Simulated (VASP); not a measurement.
Set up this calculation in VASP 6.6.1, as the native input.

| Quantity | Value |
| --- | --- |
| Task | single point |
| Functional | PBEsol |
| Potentials or basis | VASP PAW PBE potentials, release 64 (Ir) |
| Cutoff | 520 eV |
| k mesh | 22 × 22 × 22 |
| Occupations | gaussian, width 0.15 eV |
| Spin | no spin polarisation |
| Dipole correction | no |
| Further INCAR settings | ALGO = Fast; EDIFF = 1e-06; NBANDS = 10 |

The structure of Ir lies in POSCAR:

```
Ir
1.0
    0.0000000000      1.9197000000      1.9484955000
    1.9197000000      0.0000000000      1.9484955000
    1.9197000000      1.9197000000      0.0000000000
Ir
1
Direct
    0.0000000000      0.0000000000      0.0000000000
```

This cell differs from its parent crystal: strain +0.0150 x Voigt [0, 0, 1, 0, 0, 0].

One way to write it, as run:

INCAR

```
SYSTEM = Ir
PREC     = Accurate       ! precision mode
ENCUT    = 520            ! plane-wave cutoff, eV
EDIFF    = 1E-6           ! SCF threshold, eV
ISMEAR   = 0              ! smearing method
SIGMA    = 0.15           ! smearing width, eV
LREAL    = .FALSE.        ! projectors in reciprocal space
LASPH    = .TRUE.         ! aspherical terms in the spheres
NELM     = 60             ! most SCF steps
ALGO     = Fast           ! electronic algorithm
ISIF     = 2              ! what is computed and relaxed
LWAVE    = .FALSE.        ! write WAVECAR
LCHARG   = .FALSE.        ! write CHGCAR
GGA      = PS             ! functional
NBANDS   = 10             ! bands
```

KPOINTS

```
regular mesh
0
G
  22 22 22
  0 0 0
```

Potentials or basis: VASP PAW PBE potentials, release 64 (Ir).

Run with:

```sh
$ cat potpaw_PBE.64/Ir/POTCAR > POTCAR
$ mpirun -np 1 vasp_std > vasp.out
```

Results of the run:

```json
{
  "Pressure": "-7.2 GPa",
  "Band gap on the k mesh": "zero (an odd number of electrons rules out a gap without spin polarisation)"
}
```

Caveat: the cell differs from its parent crystal (strain +0.0150 x Voigt [0, 0, 1, 0, 0, 0]); the cell stands under tension; the PAW data sets were made with another functional, which shifts forces and pressure a little; spin-orbit coupling is left out, which moves the levels of the heavy elements.

It took 49 s on 1 thread of Intel(R) Xeon(R) 6975P-C (Granite Rapids) (shared host), peak memory 0.24 GiB.
